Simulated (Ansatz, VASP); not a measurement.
Two plane-wave programs on EuS

```
CELL_PARAMETERS angstrom
0.00000 2.97850 2.97850
2.97850 0.00000 2.97850
2.97850 2.97850 0.00000
ATOMIC_POSITIONS crystal
Eu 0.50000 0.50000 0.50000
S 0.00000 0.00000 0.00000
```

Alike in both runs: task single point; functional PBE-based global hybrid with a share of 0.05 of exact exchange; k mesh 4 × 4 × 4; occupations gaussian, width 0.05 eV; collinear spin.

|  | VASP | Ansatz |
| --- | --- | --- |
| version | VASP 6.6.1 | Ansatz 0.2.0 |
| potentials or method | VASP PAW PBE potentials, release 64 (Eu, S), cutoff 520 eV | scalar-relativistic, plane waves, PAW |
| valence electrons in the cell | 23 | 23 |

|  | VASP | Ansatz | Ansatz less VASP |
| --- | --- | --- | --- |
| gap on the k mesh at the Fermi level (eV) | none | none | - |
| pressure (GPa) | -2.1 | -1.7 | +0.39 |
| net moment per atom (μB) | 3.50 | 3.50 | 0.000 |
| size of the moment on the site where the two differ most (μB) | 6.62 | 6.80 | +0.174 |

VASP's potentials were made for PBE, not for PBE-based global hybrid. Site moments also hang on the region over which each program counts them. A gap of «none» marks a metal or a gap that the smearing closes. The functional is the same, so the differences come from potentials, cutoffs and numerics. Ansatz's warnings: filled band counts differ across k points, stability check not made, stress exchange threshold loose, stress scf threshold loose.

The k mesh is coarse, so the values compare programs but aren't converged. Neither program's run includes spin-orbit coupling.
